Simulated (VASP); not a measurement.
Input of a VASP 6.6.1 run:

The input INCAR:

```
SYSTEM = Be
ALGO = Normal
EDIFF = 1E-6
ENCUT = 520
GGA = PE
ISIF = 2
ISMEAR = -1
LASPH = .TRUE.
LCHARG = .TRUE.
LELF = .TRUE.
LREAL = .FALSE.
LVHAR = .TRUE.
LWAVE = .FALSE.
NBANDS = 9
NELM = 80
PREC = Accurate
SIGMA = 0.08
```

File KPOINTS:

```
k-points
0
G
  20 20 20
  0 0 0
```

POSCAR

```
Be
1.0
   -2.1220829979      2.1220829979      1.0598459334
    2.1220829979     -2.1220829979      1.0598459334
    2.1220829979      2.1220829979     -1.0598459334
Be
2
Direct
   -0.3750000000     -0.1250000000     -0.2500000000
    0.3750000000      0.1250000000      0.2500000000
```

Potentials or basis: VASP PAW PBE potentials, release 64 (Be).

Command:

```console
$ cat potpaw_PBE.64/Be/POTCAR > POTCAR
$ mpirun -np 1 vasp_std > vasp.out
```

Question: What does it give for the pressure?

Answer: -1.2 GPa.

Question: Estimate the band gap on the k mesh.

Answer: Zero (bands 2 and 3 overlap by 5.49 eV).

Stress tensor (GPa, compression positive):
```
-1.24  0.00  0.00
 0.00 -1.24  0.00
 0.00  0.00 -1.15
```
